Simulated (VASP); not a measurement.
Write the native input for VASP 6.6.1 that does the following.

| Item | Value |
| --- | --- |
| Task | single point |
| Functional | r2SCAN |
| Potentials or basis | VASP PAW PBE potentials, release 64 (Al, Ru_pv) |
| Cutoff | 520 eV |
| k mesh | 14 × 14 × 14 |
| Occupations | gaussian, width 0.1 eV |
| Spin | no spin polarisation |
| Dipole correction | no |
| Further INCAR settings | ALGO = Normal; EDIFF = 1e-06; NBANDS = 16 |

The system is AlRu.

```
Al Ru
1.0
     2.92174    0.00000    0.00000
     0.00000    2.92174    0.00000
     0.00000    0.00000    2.92174
Al Ru
1 1
Direct
  0.00000 0.00000 0.00000
  0.50000 0.50000 0.50000
```

This cell differs from its parent crystal: volume scaled by 0.94.

These files were run (other wordings do the same):

POSCAR

```
AlRu
1.0
    2.9217374354      0.0000000000      0.0000000000
    0.0000000000      2.9217374354      0.0000000000
    0.0000000000      0.0000000000      2.9217374354
Al Ru
1 1
Direct
    0.0000000000      0.0000000000      0.0000000000
    0.5000000000      0.5000000000      0.5000000000
```

INCAR.step1

```
SYSTEM = AlRu
PREC = Accurate ; ENCUT = 520
ISMEAR = 0 ; SIGMA = 0.1
LREAL = .False. ; LASPH = .True.
NELM = 60 ; NBANDS = 16
GGA = PE ; ALGO = Normal
EDIFF = 1E-4 ; LWAVE = .True.
LCHARG = .False.
```

INCAR.step2

```
SYSTEM = AlRu
PREC = Accurate ; ENCUT = 520
EDIFF = 1E-6 ; ISMEAR = 0
SIGMA = 0.1 ; LREAL = .False.
LASPH = .True. ; NELM = 60
ALGO = Normal ; ISIF = 2
LWAVE = .False. ; LCHARG = .True.
METAGGA = R2SCAN ; LMIXTAU = .True.
LELF = .True. ; LVHAR = .True.
NBANDS = 16 ; ISTART = 1
```

KPOINTS

```
Automatic mesh
0
Gamma
  14 14 14
  0 0 0
```

Potentials or basis: VASP PAW PBE potentials, release 64 (Al, Ru_pv).

Run with:

```console
$ cat potpaw_PBE.64/Al/POTCAR potpaw_PBE.64/Ru_pv/POTCAR > POTCAR
$ cp INCAR.step1 INCAR
$ mpirun -np 1 vasp_std > vasp.out
$ cp INCAR.step2 INCAR
$ mpirun -np 1 vasp_std > vasp.out
```

Results of the run:

```
Pressure : 15.9 GPa
```

Caveat: the PAW data sets were made with another functional, which shifts forces and pressure a little.

Run time: 47 s on 1 thread of Intel(R) Xeon(R) 6975P-C (Granite Rapids), on a shared host, peak memory 0.18 GiB.
